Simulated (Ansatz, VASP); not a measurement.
## Two plane-wave programs on TiN

Contents of INCAR:

```
  ALGO = Normal
  EDIFF = 1E-7
  EDIFFG = -0.002
  ENCUT = 600
  GGA = PE
  IBRION = 2
  ISIF = 3
  ISMEAR = 0
  LASPH = T
  LCHARG = F
  LREAL = F
  LWAVE = F
  NELM = 80
  NSW = 80
  PREC = Accurate
  SIGMA = 0.1
```

KPOINTS

```
k-points
0
Gamma
  16 16 16
```

The input POSCAR:

```
TiN
1.0
    0.0000000000      2.1220000000      2.1220000000
    2.1220000000      0.0000000000      2.1220000000
    2.1220000000      2.1220000000      0.0000000000
Ti N
1 1
Direct
    0.0000000000      0.0000000000      0.0000000000
    0.5000000000      0.5000000000      0.5000000000
```

Input for Ansatz:

```yaml
crystal:
  lattice:
    - [0.0, 2.122, 2.122]
    - [2.122, 0.0, 2.122]
    - [2.122, 2.122, 0.0]
  atoms:
    - { symbol: Ti, position: [0.0, 0.0, 0.0] }
    - { symbol: "N", position: [0.5, 0.5, 0.5] }
scf:
  occupations: { method: gaussian, width: 0.1 }
output:
  forces: true
  stress: true
  eigenvalues: true
  write_density: true
  write_potential: true
  elf: true
  volumetric_format: npy
hamiltonian:
  xc: pbe
kpoints:
  mp_grid: { grid: [16, 16, 16] }
basis:
  ecutwfc: 560
relax:
  f_tol: 0.002
  max_steps: 60
  cell: { stress_tol: 0.03 }
```

Alike in both runs: task relaxation of cell and atoms; functional PBE; k mesh 16 × 16 × 16; occupations gaussian, width 0.1 eV; no spin polarisation.

|  | VASP | Ansatz |
| --- | --- | --- |
| version | VASP 6.6.1 | Ansatz 0.2.0 |
| potentials or method | VASP PAW PBE potentials, release 64 (Ti_sv, N), cutoff 600 eV | scalar-relativistic, plane waves, PAW |
| valence electrons in the cell | 17 | 17 |

```tsv
	VASP	Ansatz	Ansatz less VASP
gap on the k mesh at the Fermi level, each at its own relaxed structure (eV)	none	none	-
relaxed volume (Å³/atom)	9.59	9.57	-0.012
relaxed cell length with the largest relative difference (Å)	3.004	3.003	-0.0013
```

A gap of «none» marks a metal or a gap that the smearing closes.
